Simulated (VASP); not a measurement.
A run of VASP 6.6.1 is set up as follows.

INCAR

```
SYSTEM = Co
ALGO = Normal
EDIFF = 1E-6
ENCUT = 690
GGA = RP
GGA_COMPAT = .FALSE.
ISIF = 2
ISMEAR = -1
LASPH = .TRUE.
LCHARG = .FALSE.
LREAL = .FALSE.
LWAVE = .FALSE.
NBANDS = 14
NELM = 120
PREC = Accurate
SIGMA = 0.1
```

The input KPOINTS:

```
k-points
0
G
  15 15 15
  0 0 0
```

File POSCAR:

```
Co
1.0
    2.2425685048      0.0000000000      0.0000000000
    0.0000000000      2.2425685048      0.0000000000
    0.0000000000      0.0000000000      2.2425685048
Co
1
Direct
    0.0000000000      0.0000000000      0.0000000000
```

Potentials or basis: VASP PAW PBE potentials, release 64 (Co_sv).

The run is started by

```sh
$ cat potpaw_PBE.64/Co_sv/POTCAR > POTCAR
$ mpirun -np 1 vasp_std > vasp.out
```

(1) Estimate the pressure.

(2) Predict the band gap on the k mesh.

## Answers

(1) 15.8 GPa.

(2) zero (an odd number of electrons rules out a gap without spin polarisation).

Caveat: the cell stands under pressure; the PAW data sets were made with another functional, which shifts forces and pressure a little; the run has no spin polarisation, though such a crystal can be magnetic.
